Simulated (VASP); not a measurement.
Set up this calculation in VASP 6.6.1, as the native input.

```
Task                   : single point
Functional             : PBEsol
Potentials or basis    : VASP PAW PBE potentials, release 64 (O)
Cutoff                 : 600 eV
k mesh                 : 7 × 7 × 7
Occupations            : fermi-dirac, width 0.05 eV
Spin                   : no spin polarisation
Dipole correction      : no
Further INCAR settings : ALGO = Normal; EDIFF = 1e-06; NBANDS = 13
```

The structure of O lies in POSCAR:

```
O
1.0
    0.0000000000      2.1443795049      2.2247937364
    2.1443795049      0.0000000000      2.2247937364
    2.1443795049      2.1443795049      0.0000000000
O
2
Direct
    0.2500000000      0.2500000000      0.2500000000
    0.0000000000      0.0000000000      0.0000000000
```

These files were run (other wordings do the same):

INCAR

```
SYSTEM = O
ALGO = Normal
EDIFF = 1E-6
ENCUT = 600
GGA = PS
GGA_COMPAT = .False.
ISIF = 2
ISMEAR = -1
LASPH = .True.
LCHARG = .True.
LELF = .True.
LREAL = .False.
LVHAR = .True.
LWAVE = .False.
NBANDS = 13
NELM = 120
PREC = Accurate
SIGMA = 0.05
```

KPOINTS

```
k-points
0
Gamma
  7 7 7
  0 0 0
```

Potentials or basis: VASP PAW PBE potentials, release 64 (O).

The run is started by

```sh
$ cat potpaw_PBE.64/O/POTCAR > POTCAR
$ mpirun -np 1 vasp_std > vasp.out
```

Results of the run:

```yaml
Pressure: -0.8 GPa
Band_gap_on_the_k_mesh: zero (bands 6 and 7 overlap by 1.12 eV)
```

Caveat: the PAW data sets were made with another functional, which shifts forces and pressure a little.

Run time: 5.7 s on 1 thread of Intel(R) Xeon(R) 6975P-C (Granite Rapids), with other jobs on the host, peak memory 0.14 GiB.
